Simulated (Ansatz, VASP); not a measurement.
## Ga in VASP and in Ansatz

```
Ga
1.0
     0.00000    1.99042    1.99042
     1.99042    0.00000    1.99042
     1.99042    1.99042    0.00000
Ga
1
Direct
  0.00000 0.00000 0.00000
```

Alike in both runs: task single point; functional r2SCAN; k mesh 15 × 15 × 15; occupations fermi-dirac, width 0.1 eV; no spin polarisation.

|  | VASP | Ansatz |
| --- | --- | --- |
| version | VASP 6.6.1 | Ansatz 0.2.0 |
| potentials or method | VASP PAW PBE potentials, release 64 (Ga_d), cutoff 520 eV | plane waves (500 eV) with PAW, scalar-relativistic |
| valence electrons in the cell | 13 | 13 |

```csv
,VASP,Ansatz,Ansatz less VASP
pressure (GPa),10.0,9.9,-0.14
```

VASP's potentials were made for PBE, not for r2SCAN.
